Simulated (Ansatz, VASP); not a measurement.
Pd in VASP and in Ansatz

INCAR

```
ALGO     = Normal         # electronic algorithm
EDIFF    = 1E-6           # SCF threshold, eV
ENCUT    = 520            # plane-wave cutoff, eV
ISIF     = 2              # what is computed and relaxed
ISMEAR   = -1             # smearing method
ISPIN    = 2              # spin polarisation
LASPH    = True           # aspherical terms in the spheres
LCHARG   = False          # write CHGCAR
LMAXMIX  = 4              # l up to which the mixer works
LORBIT   = 11             # projections on sites
LREAL    = False          # projectors in reciprocal space
LWAVE    = False          # write WAVECAR
MAGMOM   = 0.5            # initial moments
NBANDS   = 15             # bands
NELM     = 150            # most SCF steps
PREC     = Accurate       # precision mode
SIGMA    = 0.05           # smearing width, eV
```

The input KPOINTS:

```
k-points
0
Gamma
  15 15 15
```

File POSCAR:

```
Pd
1.0
    0.0000000000      1.9202771092      1.9202771092
    1.9202771092      0.0000000000      1.9202771092
    1.9202771092      1.9202771092      0.0000000000
Pd
1
Direct
    0.0000000000      0.0000000000      0.0000000000
```

Input for Ansatz:

```yaml
crystal:
  lattice:
    - [0.0, 1.9202771092, 1.9202771092]
    - [1.9202771092, 0.0, 1.9202771092]
    - [1.9202771092, 1.9202771092, 0.0]
  atoms:
    - { symbol: Pd, position: [0.0, 0.0, 0.0], spin: 0.5 }
hamiltonian:
  xc: lda
  pseudopotentials:
    kind: paw
    azcp:
      Pd: "pseudopotentials/Pd.paw.azcp"
basis:
  ecutwfc: 420
  fft_grid_basis: typed
kpoints:
  mp_grid: { grid: [15, 15, 15], shift: [0, 0, 0] }
magnetization:
  spin_polarized: true
scf:
  occupations: { method: fermi_dirac, width: 0.05 }
  lower_state_search: "off"
output:
  stress: true
```

Alike in both runs: task single point; functional LDA; k mesh 15 × 15 × 15; occupations fermi-dirac, width 0.05 eV; collinear spin.

|  | VASP | Ansatz |
| --- | --- | --- |
| version | VASP 6.6.1 | Ansatz 0.2.0 |
| potentials or method | VASP PAW LDA potentials, release 64 (Pd), cutoff 520 eV | plane waves (420 eV) with PAW, scalar-relativistic |
| valence electrons in the cell | 10 | 18 |

|  | VASP | Ansatz | Ansatz less VASP |
| --- | --- | --- | --- |
| pressure (GPa) | 0.0 | -0.3 | -0.28 |
| net moment per atom (μB) | 0.00 | 0.00 | 0.000 |

Ansatz warns that its potentials were made for another functional, while VASP's fit it. LDA's correlation is that of Perdew and Zunger in VASP and of Perdew and Wang (1992) in Ansatz. VASP's potentials hold 10 valence electrons a cell and Ansatz's 18, so a difference there can come from the potentials and not from the codes. Ansatz's warnings: seeded moment not kept.
